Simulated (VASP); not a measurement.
## Al4CoNi3: single point with PBE

Crystal: Al4CoNi3.

```
CELL_PARAMETERS angstrom
4.08313 0.00000 0.00000
0.00000 4.08313 0.00000
0.00000 0.00000 5.76708
ATOMIC_POSITIONS crystal
Al 0.00000 0.50000 0.74866
Al 0.00000 0.50000 0.25134
Al 0.50000 0.00000 0.74866
Al 0.50000 0.00000 0.25134
Ni 0.00000 0.00000 0.00000
Ni 0.00000 0.00000 0.50000
Ni 0.50000 0.50000 0.00000
Co 0.50000 0.50000 0.50000
```

```
Program                : VASP 6.6.1
Task                   : single point
Functional             : PBE
Potentials or basis    : VASP PAW PBE potentials, release 64 (Al, Ni, Co)
Cutoff                 : 520 eV
k mesh                 : 6 × 6 × 4
Occupations            : gaussian, width 0.2 eV
Spin                   : collinear spin, ferromagnetic start
Starting moments       : [0.0, 0.0, 0.0, 0.0, 0.0, 0.15, 0.0, 0.66] μB
Dipole correction      : no
Further INCAR settings : ALGO = Normal; EDIFF = 1e-07; NBANDS = 40
```

```json
{
 "Pressure": "0.0 GPa",
 "Largest force": "0.022 eV/Å",
 "Net moment": "0.75 μB per cell",
 "Site moments": "Al +0.00; Ni +0.03, +0.12, +0.09; Co +0.54 μB",
 "Valence electrons inside the program's atomic spheres": "Al 0.80; Ni 9.45, 9.44 (each value once); Co 8.40"
}
```

Forces in eV/Å, atoms in the order of the input:
```
Al   0.000  0.000 -0.022
Al   0.000  0.000  0.022
Al   0.000  0.000 -0.022
Al   0.000  0.000  0.022
Ni   0.000  0.000  0.000
Ni   0.000  0.000  0.000
Ni   0.000  0.000  0.000
Co   0.000  0.000  0.000
```

Stress tensor (GPa, compression positive):
```
-0.20  0.00  0.00
 0.00 -0.20  0.00
 0.00  0.00  0.44
```

Levels at points of the mesh, in eV from the Fermi level:
Spin up:
```csv
k point,band 24,band 25,band 26,band 27,band 28,band 29
"(0.00, 0.00, 0.00)",-0.86,-0.59,1.57,2.07,2.07,2.08
"(0.50, 0.00, 0.00)",-0.96,-0.67,-0.40,1.03,1.13,2.57
"(0.50, 0.50, 0.00)",-1.30,-1.08,-0.97,-0.66,-0.54,1.55
"(0.00, 0.00, 0.50)",-0.30,-0.18,-0.18,0.83,0.94,1.62
"(0.50, 0.00, 0.50)",-1.74,2.20,2.22,2.29,2.29,2.30
"(0.50, 0.50, 0.50)",-1.49,-0.78,-0.74,-0.66,-0.43,4.72
```
Spin down:
| k point | band 21 | band 22 | band 23 | band 24 | band 25 | band 26 | band 27 | band 28 | band 29 | band 30 |
| --- | --- | --- | --- | --- | --- | --- | --- | --- | --- | --- |
| (0.00, 0.00, 0.00) | -1.07 | -1.01 | -0.84 | -0.27 | -0.10 | 1.77 | 2.08 | 2.08 | 2.09 | 2.65 |
| (0.50, 0.00, 0.00) | -1.38 | -1.30 | -1.22 | -0.72 | -0.56 | 0.11 | 1.07 | 1.38 | 2.60 | 2.95 |
| (0.50, 0.50, 0.00) | -1.88 | -1.33 | -1.10 | -1.10 | -0.94 | -0.76 | -0.14 | -0.13 | 1.79 | 1.80 |
| (0.00, 0.00, 0.50) | -1.01 | -0.30 | -0.30 | -0.27 | -0.06 | -0.06 | 0.88 | 1.19 | 1.67 | 2.09 |
| (0.50, 0.00, 0.50) | -1.64 | -1.60 | -1.55 | -1.24 | 2.25 | 2.28 | 2.33 | 2.36 | 2.36 | 2.49 |
| (0.50, 0.50, 0.50) | -1.79 | -1.34 | -1.23 | -1.23 | -0.69 | -0.68 | -0.13 | 0.17 | 4.73 | 4.73 |

Wall time 4.3 min on 1 thread of Intel(R) Xeon(R) Platinum 8488C (Sapphire Rapids) (shared host), peak memory 0.34 GiB.
